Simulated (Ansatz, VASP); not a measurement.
# One calculation of RbMg3Zn, two programs

```
Rb Mg Zn
1.0
     5.32708    0.00000    0.00000
     0.00000    5.32708    0.00000
     0.00000    0.00000    5.32708
Rb Mg Zn
1 3 1
Cartesian
  2.6635 2.6635 2.6635
  0.0000 2.6635 0.0000
  0.0000 0.0000 2.6635
  2.6635 0.0000 0.0000
  0.0000 0.0000 0.0000
```

Change from the starting cell: species swapped into the KPdF3 type (Pm-3m, No. 221).

Alike in both runs: functional PBE; k mesh 8 × 8 × 8; occupations gaussian, width 0.1 eV; no spin polarisation.

Ansatz relaxed the structure, and its values are those at the end. VASP's run is a single point on that final structure, the one shown.

|  | VASP | Ansatz |
| --- | --- | --- |
| version | VASP 6.6.1 | Ansatz 0.2.0 |
| potentials or method | VASP PAW PBE potentials, release 64 (Rb_sv, Mg, Zn), cutoff 520 eV | scalar-relativistic, plane waves, PAW |
| valence electrons in the cell | 27 | 51 |

|  | VASP | Ansatz | Ansatz less VASP |
| --- | --- | --- | --- |
| gap on the k mesh at the Fermi level (eV) | none | none | - |
| pressure (GPa) | 0.0 | 0.0 | +0.02 |

A gap of «none» marks a metal or a gap that the smearing closes. The functional is the same, so the differences come from potentials, cutoffs and numerics. VASP's potentials hold 27 valence electrons a cell and Ansatz's 51, so a difference there can come from the potentials and not from the codes.
